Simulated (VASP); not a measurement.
In, 4 atoms in the cell. Symmetry: P6_3/mmc, No. 194, hexagonal system. The conventional cell has a = 3.330 Å, b = 3.330 Å, c = 10.691 Å, α = 90.00°, β = 90.00°, γ = 120.00°. Within 4.3 Å of In (site symmetry -6m2) lie 12 In at 3.29 to 3.33 Å. In (site symmetry -3m) has 12 In at 3.29 to 3.33 Å within 4.3 Å. This isn't the form of In at room conditions, which is tetragonal.

* Program: VASP 6.6.1
* Task: single point
* Functional: LDA
* Potentials or basis: VASP PAW LDA potentials, release 64 (In_d)
* Cutoff: 520 eV
* k mesh: 14 × 14 × 4
* Occupations: fermi-dirac, width 0.05 eV
* Spin: no spin polarisation
* Dipole correction: no
* Further INCAR settings: ALGO = Normal; EDIFF = 1e-06; NBANDS = 34

Potentials or basis: VASP PAW LDA potentials, release 64 (In_d).

Run with:

```console
$ cat potpaw_LDA.64/In_d/POTCAR > POTCAR
$ mpirun -np 1 vasp_std > vasp.out
```

Hardware: 1 thread of AMD EPYC 9R45 (Zen 5), with other jobs on the host.

Q: How long does it take, and how much memory?

A: Run time: 3.6 min on 1 thread of AMD EPYC 9R45 (Zen 5), with other jobs on the host, peak memory 0.27 GiB. Counts: scf iterations 11, k points 72.
